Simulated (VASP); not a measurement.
# Al in VASP: notebook

Runs on Al. Level: r2SCAN. Tasks: single point.

Program: VASP 6.6.1. These are calculated values, not measurements. Logs are shortened: lines on timing, memory, paths and dates and some standing lists are left out, and cuts for length are marked.

## (1) The cell of the first run

Symmetry: Im-3m, No. 229, cubic system. The conventional cell has a = 2.934 Å, b = 2.934 Å, c = 2.934 Å, α = 90.00°, β = 90.00°, γ = 90.00°. Al (site symmetry m-3m) has 14 Al at 2.54 to 2.93 Å within 3.4 Å.

This isn't the form of Al at room conditions, which is fcc.

## (2) Single point, r2SCAN (strain -0.080 along x and y, -0.080 along z)

POSCAR reads:

```
Al
1.0
   -1.4668190896      1.4668190896      1.4668190896
    1.4668190896     -1.4668190896      1.4668190896
    1.4668190896      1.4668190896     -1.4668190896
Al
1
Direct
    0.0000000000      0.0000000000      0.0000000000
```

INCAR.step1 reads:

```
PREC = Accurate
ENCUT = 520
ISMEAR = 0
SIGMA = 0.15
LREAL = F
LASPH = T
NELM = 80
NBANDS = 8
GGA = PE
ALGO = Normal
EDIFF = 1E-4
LWAVE = T
LCHARG = F
```

INCAR.step2 reads:

```
PREC = Accurate
ENCUT = 520
EDIFF = 1E-7
ISMEAR = 0
SIGMA = 0.15
LREAL = F
LASPH = T
NELM = 80
ALGO = Normal
ISIF = 2
LWAVE = F
LCHARG = T
METAGGA = R2SCAN
LMIXTAU = T
LELF = T
LVHAR = T
NBANDS = 8
ISTART = 1
```

KPOINTS reads:

```
regular mesh
0
Gamma
  26 26 26
```

Potentials or basis: VASP PAW PBE potentials, release 64 (Al).

The run is started by

```
> cat potpaw_PBE.64/Al/POTCAR > POTCAR
> cp INCAR.step1 INCAR
> mpirun -np 1 vasp_std > vasp.out
> cp INCAR.step2 INCAR
> mpirun -np 1 vasp_std > vasp.out
```

OUTCAR:

```text
PREC = Accurate
   ENCUT = 520
   EDIFF = 1E-7
   ISMEAR = 0
   LREAL = F
   LASPH = T
   NELM = 80
   ISIF = 2
   METAGGA = R2SCAN
   ISTART = 1

 ion  position               nearest neighbor table
   1  0.000  0.000  0.000-

  LATTYP: Found a body centered cubic cell.
 ALAT       =     2.9336381792

  Lattice vectors:

 A1 = (  -1.4668190896,   1.4668190896,   1.4668190896)
 A2 = (   1.4668190896,  -1.4668190896,   1.4668190896)
 A3 = (   1.4668190896,   1.4668190896,  -1.4668190896)

Analysis of symmetry for initial positions (statically):
=====================================================================
 Subroutine PRICEL returns:
 Original cell was already a primitive cell.

 Routine SETGRP: Setting up the symmetry group for a
 body centered cubic supercell.

 Subroutine GETGRP returns: Found 48 space group operations
 (whereof 48 operations were pure point group operations)
 out of a pool of 48 trial point group operations.

The static configuration has the point symmetry O_h .

Analysis of symmetry for dynamics (positions and initial velocities):
=====================================================================
 Subroutine PRICEL returns:
 Original cell was already a primitive cell.

 Routine SETGRP: Setting up the symmetry group for a
 body centered cubic supercell.

 Subroutine GETGRP returns: Found 48 space group operations
 (whereof 48 operations were pure point group operations)
 out of a pool of 48 trial point group operations.

The dynamic configuration has the point symmetry O_h .

 Subroutine INISYM returns: Found 48 space group operations
 (whereof 48 operations are pure point group operations),
 and found     1 'primitive' translations

----------------------------------------------------------------------------------------

                                     Primitive cell

  volume of cell :      12.6238

  direct lattice vectors                    reciprocal lattice vectors
    -1.466819090  1.466819090  1.466819090     0.000000000  0.340873666  0.340873666
     1.466819090 -1.466819090  1.466819090     0.340873666  0.000000000  0.340873666
     1.466819090  1.466819090 -1.466819090     0.340873666  0.340873666  0.000000000

  length of vectors
     2.540605189  2.540605189  2.540605189     0.482068161  0.482068161  0.482068161

  position of ions in fractional coordinates (direct lattice)
     0.000000000  0.000000000  0.000000000

  ion indices of the primitive-cell ions
   primitive index   ion index
                 1           1

----------------------------------------------------------------------------------------

 KPOINTS: regular mesh

Automatic generation of k-mesh.
 Grid dimensions read from file:
 generate k-points for:   26   26   26

 Generating k-lattice:

  Cartesian coordinates                     Fractional coordinates (reciprocal lattice)
     0.000000000  0.013110526  0.013110526     0.038461538  0.000000000  0.000000000
     0.013110526  0.000000000  0.013110526     0.000000000  0.038461538  0.000000000
     0.013110526  0.013110526  0.000000000     0.000000000  0.000000000  0.038461538

  Length of vectors
     0.018541083  0.018541083  0.018541083

  Shift w.r.t. Gamma in fractional coordinates (k-lattice)
     0.000000000  0.000000000  0.000000000

 Subroutine IBZKPT returns following result:
 ===========================================

 Found    511 irreducible k-points:

 Following reciprocal coordinates:
            Coordinates               Weight
  0.000000  0.000000  0.000000      1.000000
  0.038462  0.000000  0.000000     12.000000
  0.076923  0.000000  0.000000     12.000000
  0.115385  0.000000  0.000000     12.000000
  0.153846  0.000000  0.000000     12.000000
  0.192308  0.000000  0.000000     12.000000
[... 16 lines left out ...]
  0.346154  0.038462  0.000000     48.000000
  0.384615  0.038462 -0.000000     48.000000
 [... further k-points ...]
   k-points           NKPTS =    511   k-points in BZ     NKDIM =    511   number of bands    NBANDS=      8
   number of dos      NEDOS =    301   number of ions     NIONS =      1
   total plane-waves  NPLWV =   8000
   dimension x,y,z NGX =    20 NGY =   20 NGZ =   20
   dimension x,y,z NGXF=    40 NGYF=   40 NGZF=   40
   ions per type =               1
   NGX,Y,Z   is equivalent  to a cutoff of  13.09, 13.09, 13.09 a.u.
   NGXF,Y,Z  is equivalent  to a cutoff of  26.17, 26.17, 26.17 a.u.
 SYSTEM =  unknown system
   PREC   = accura    normal or accurate (medium, high low for compatibility)
   ISTART =      1    job   : 0-new  1-cont  2-samecut
   ICHARG =      0    charge: 1-file 2-atom 10-const
   ISPIN  =      1    spin polarized calculation?
   LNONCOLLINEAR =      F non collinear calculations
   LSORBIT =      F    spin-orbit coupling
   LASPH  =      T    aspherical Exc in radial PAW
   ENCUT  =  520.0 eV  38.22 Ry    6.18 a.u.   4.72  4.72  4.72*2*pi/ulx,y,z
   NELM   =     80;   NELMIN=  2; NELMDL=  0     # of ELM steps
   EDIFF  = 0.1E-06   stopping-criterion for ELM
   LREAL  =      F    real-space projection
   EDIFFG = 0.1E-05   stopping-criterion for IOM
   NSW    =      0    number of steps for IOM
   IBRION =     -1    ionic relax: 0-MD 1-quasi-New 2-CG
   NFREE  =      0    steps in history (QN), initial steepest desc. (CG)
   ISIF   =      2    stress and relaxation
   ISYM   =      2    0-nonsym 1-usesym 2-fastsym
   POTIM  = 0.5000    time-step for ionic-motion
   TEBEG  =    0.0;   TEEND  =   0.0 temperature during run
   PSTRESS=    0.0 pullay stress
   NELECT =       3.0000    total number of electrons
   NUPDOWN=      -1.0000    fix difference up-down
   EMIN   =  10.00;   EMAX   =-10.00  energy-range for DOS
   EFERMI =   0.00;   METHOD = LEGACY
   ISMEAR =     0;   SIGMA  =   0.15  broadening in eV -4-tet -1-fermi 0-gaus
   EFERMI_NEDOS =   21; number of points for ismear=-14 and -15
   IALGO  =     38    algorithm
   IMIX   =      4    mixing-type and parameters
     AMIX     =   0.40;   BMIX     =  1.00
     AMIX_MAG =   1.60;   BMIX_MAG =  1.00
  volume/ion in A,a.u.               =      12.62        85.19
  Fermi-wavevector in a.u.,A,eV,Ry     =   1.014033  1.916244 13.990363  1.028263
  Thomas-Fermi vector in A             =   2.147237
   LORBIT       =      0    0 simple, 1 ext, 2 COOP (PROOUT), +10 PAW based schemes
   METAGGA = R2SCAN    functional components
   LHFCALC =     F    Hartree Fock is set to
   AEXX    =    0.0000 exact exchange contribution
   IVDW    =     0    specifies the selected vdW correction
   LEPSILON=     F    determine dielectric tensor
   LRPA    =     F    only Hartree local field effects (RPA)
 non-spin polarized calculation
 Gauss-broadening in eV      SIGMA  =   0.15
  energy-cutoff  :      520.00
  volume of cell :       12.62
 maximum number of plane-waves:       370
   NGX =  9   NGY =  9   NGZ =  9

 number of electron       3.0000000 magnetization

 Free energy of the ion-electron system (eV)
  ---------------------------------------------------
  ext. energy  EPLUGINS =         0.00000000
  ---------------------------------------------------
  free energy    TOTEN  =        -6.32286140 eV

  energy without entropy =       -6.31881349  energy(sigma->0) =       -6.32083744

 E-fermi :  11.1708     XC(G=0): -11.9436

 val. band max:       11.1612073634   @ k =  -0.3077   0.4615   0.0385
 cond. band min:      11.1745073085   @ k =  -0.3846  -0.3846   0.1154
 fundamental gap:      0.0132999451
 Fermi energy:        11.1707538143

 k-point     1 :       0.0000    0.0000    0.0000
  band No.  band energies     occupation
      1      -2.7572      2.00000
      2      26.9649      0.00000
      3      26.9649      0.00000
      4      26.9649      0.00000
      5      30.6802      0.00000
      6      30.6802      0.00000
      7      31.7778      0.00000
      8      31.7778      0.00000

 k-point     2 :       0.0385    0.0000    0.0000
  band No.  band energies     occupation
      1      -2.7036      2.00000
      2      26.4492      0.00000
      3      26.7088      0.00000
      4      26.7867      0.00000
      5      29.9678      0.00000
      6      30.1236      0.00000
      7      31.8727      0.00000
      8      32.0298      0.00000

 k-point     3 :       0.0769    0.0000    0.0000
  band No.  band energies     occupation
      1      -2.5428      2.00000
      2      25.0306      0.00000
      3      26.0759      0.00000
      4      26.3426      0.00000
      5      29.2116      0.00000
      6      29.3171      0.00000
      7      31.9421      0.00000
      8      32.2684      0.00000

 k-point     4 :       0.1154    0.0000    0.0000
  band No.  band energies     occupation
      1      -2.2753      2.00000
      2      23.1774      0.00000
      3      25.2816      0.00000
      4      25.7814      0.00000
      5      28.3044      0.00000
      6      28.9313      0.00000
      7      32.0711      0.00000
      8      32.4855      0.00000

 k-point     5 :       0.1538    0.0000    0.0000
  band No.  band energies     occupation
      1      -1.9019      2.00000
      2      21.2133      0.00000
      3      24.4578      0.00000
      4      25.1982      0.00000
      5      27.4617      0.00000
      6      28.5894      0.00000
      7      32.3150      0.00000
      8      32.7446      0.00000
[... 177 lines left out ...]
 k-point    22 :       0.3077    0.0385   -0.0000
  band No.  band energies     occupation
      1       1.0894      2.00000
      2      12.9099      0.00000
      3      20.9078      0.00000
      4      23.0306      0.00000
      5      25.0425      0.00000
      6      27.3510      0.00000
      7      33.8591      0.00000
      8      35.8490      0.00000

 k-point    23 :       0.3462    0.0385    0.0000
  band No.  band energies     occupation
      1       2.0139      2.00000
      2      11.2681      0.35892
      3      20.5121      0.00000
      4      22.7320      0.00000
      5      24.6825      0.00000
      6      27.0589      0.00000
      7      34.5231      0.00000
      8      36.6261      0.00000

 k-point    24 :       0.3846    0.0385   -0.0000
  band No.  band energies     occupation
      1       3.0257      2.00000
      2       9.7181      2.00000
      3      20.2136      0.00000
      4      22.5072      0.00000
      5      24.4116      0.00000
      6      26.8281      0.00000
      7      35.1875      0.00000
      8      37.4449      0.00000

 [... further k-points ...]
[... 5 lines left out ...]
  --------------------------------------------------------------------------------------
  -------------------------------------------------------------------------------------
  Total        2.7035155      2.7035155      2.7035155      0.0000000      0.0000000      0.0000000
  in kB      343.1229740    343.1229740    343.1229740      0.0000000      0.0000000      0.0000000
  external PRESSURE =     343.1229740 kB  Pullay stress =       0.0000000 kB

 VOLUME and BASIS-vectors are now :
 -----------------------------------------------------------------------------
  energy-cutoff  :      520.00
  volume of cell :       12.62
      direct lattice vectors                 reciprocal lattice vectors
    -1.466819090  1.466819090  1.466819090     0.000000000  0.340873666  0.340873666
     1.466819090 -1.466819090  1.466819090     0.340873666  0.000000000  0.340873666
     1.466819090  1.466819090 -1.466819090     0.340873666  0.340873666  0.000000000

 POSITION                                       TOTAL-FORCE (eV/Angst)
 -----------------------------------------------------------------------------------
      0.00000      0.00000      0.00000        -0.000000      0.000000      0.000000
 -----------------------------------------------------------------------------------
    total drift:                                0.000000      0.000000     -0.000000

  FREE ENERGIE OF THE ION-ELECTRON SYSTEM (eV)
  ---------------------------------------------------
  free  energy   TOTEN  =        -6.3228613959 eV

  energy  without entropy=       -6.3188134922  energy(sigma->0) =       -6.32083744
```

Run time: 78 s. Hardware: 1 thread of Intel Xeon 6975P-C (Granite Rapids), shared host; peak memory 0.15 GiB.

Results:

| Property | Result |
| --- | --- |
| Free energy | -6.3229 eV |
| Pressure | 34.3 GPa |
| Band gap on the k mesh | zero (an odd number of electrons rules out a gap without spin polarisation) |

Levels at points of the mesh, in eV from the Fermi level:
| k point | band 1 | band 2 | band 3 | band 4 | band 5 |
| --- | --- | --- | --- | --- | --- |
| (0.00, 0.00, 0.00) | -13.93 | 15.79 | 15.79 | 15.79 | 19.51 |
| (0.50, 0.00, 0.00) | -5.82 | -4.41 | 9.30 | 11.24 | 12.65 |
| (0.50, 0.50, 0.50) | 2.42 | 2.42 | 2.57 | 2.57 | 2.57 |

Caveat: the cell differs from its parent crystal (strain -0.080 along x and y, -0.080 along z); the cell stands under pressure; the PAW data sets were made with another functional, which shifts forces and pressure a little.

## (3) Single point, r2SCAN (strain -0.040 along x and y, -0.080 along z)

POSCAR reads:

```
Al
1.0
   -1.5305938326      1.5305938326      1.4668190896
    1.5305938326     -1.5305938326      1.4668190896
    1.5305938326      1.5305938326     -1.4668190896
Al
1
Direct
    0.0000000000      0.0000000000      0.0000000000
```

INCAR.step1 reads:

```
ALGO = Normal
EDIFF = 1E-4
ENCUT = 520
GGA = PE
ISMEAR = 0
LASPH = True
LCHARG = False
LREAL = False
LWAVE = True
NBANDS = 8
NELM = 100
PREC = Accurate
SIGMA = 0.15
```

INCAR.step2 reads:

```
ALGO = Normal
EDIFF = 1E-6
ENCUT = 520
ISIF = 2
ISMEAR = 0
ISTART = 1
LASPH = True
LCHARG = True
LELF = True
LMIXTAU = True
LREAL = False
LVHAR = True
LWAVE = False
METAGGA = R2SCAN
NBANDS = 8
NELM = 100
PREC = Accurate
SIGMA = 0.15
```

KPOINTS reads:

```
k-points
0
Gamma
  26 26 26
```

Potentials or basis: VASP PAW PBE potentials, release 64 (Al).

The run is started by

```
> cat potpaw_PBE.64/Al/POTCAR > POTCAR
> cp INCAR.step1 INCAR
> mpirun -np 1 vasp_std > vasp.out
> cp INCAR.step2 INCAR
> mpirun -np 1 vasp_std > vasp.out
```

Run time: 2.7 min. Hardware: 1 thread of Intel Xeon 6975P-C (Granite Rapids), shared host; peak memory 0.22 GiB.

It converged, with:

```
Free energy            : -6.5068 eV
Pressure               : 18.8 GPa
Band gap on the k mesh : zero (an odd number of electrons rules out a gap without spin polarisation)
```

Stress tensor (GPa, compression positive):
```
19.21  0.00  0.00
 0.00 19.21  0.00
 0.00  0.00 18.02
```

Levels at points of the mesh, in eV from the Fermi level:
```tsv
k point	band 1	band 2	band 3	band 4	band 5	band 6
(0.00, 0.00, 0.00)	-13.23	14.43	15.66	15.66	18.04	18.58
(0.50, 0.00, 0.00)	-5.35	-4.10	8.77	10.09	11.60	13.89
(0.50, 0.50, 0.00)	-5.62	-4.54	9.86	11.14	12.84	14.24
(0.50, 0.50, 0.50)	1.90	1.90	2.34	2.84	3.38	9.12
```

Caveat: the cell differs from its parent crystal (strain -0.040 along x and y, -0.080 along z); the cell stands under pressure; the PAW data sets were made with another functional, which shifts forces and pressure a little.
